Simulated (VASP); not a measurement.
A run of VASP 6.6.1 is set up as follows.

Contents of INCAR:

```
SYSTEM = Ag
ALGO = Normal
DIPOL = 0.5 0.5 0.500
EDIFF = 1E-6
ENCUT = 400
GGA = PE
GGA_COMPAT = .False.
IDIPOL = 3
ISIF = 2
ISMEAR = 1
IVDW = 12
LASPH = .True.
LCHARG = .False.
LDIPOL = .True.
LREAL = .False.
LWAVE = .False.
NBANDS = 24
NELM = 120
NELMDL = -8
PREC = Accurate
SIGMA = 0.1
```

Contents of KPOINTS:

```
k-points
0
Gamma
  7 7 1
  0 0 0
```

POSCAR

```
Ag
1.0
    2.8888847545      0.0000000000      0.0000000000
    0.0000000000      2.8888847545      0.0000000000
    0.0000000000      0.0000000000     12.0855000000
Ag
3
Direct
    0.0000000000      0.0000000000      0.3309751355
    0.5000000000      0.5000000000      0.5000000000
    0.0000000000      0.0000000000      0.6690248645
```

Potentials or basis: VASP PAW PBE potentials, release 64 (Ag).

The run is started by

```sh
$ cat potpaw_PBE.64/Ag/POTCAR > POTCAR
$ mpirun -np 1 vasp_std > vasp.out
```

Estimate the band gap on the k mesh.

zero (an odd number of electrons rules out a gap without spin polarisation).

Predict the largest force.

0.033 eV/Å.

What does it give for the dispersion energy per atom?

-0.384 eV.

Forces on the atoms (eV/Å):
```
Ag   0.000  0.000  0.033
Ag   0.000  0.000  0.000
Ag   0.000  0.000 -0.033
```

Caveat: three body term missing.
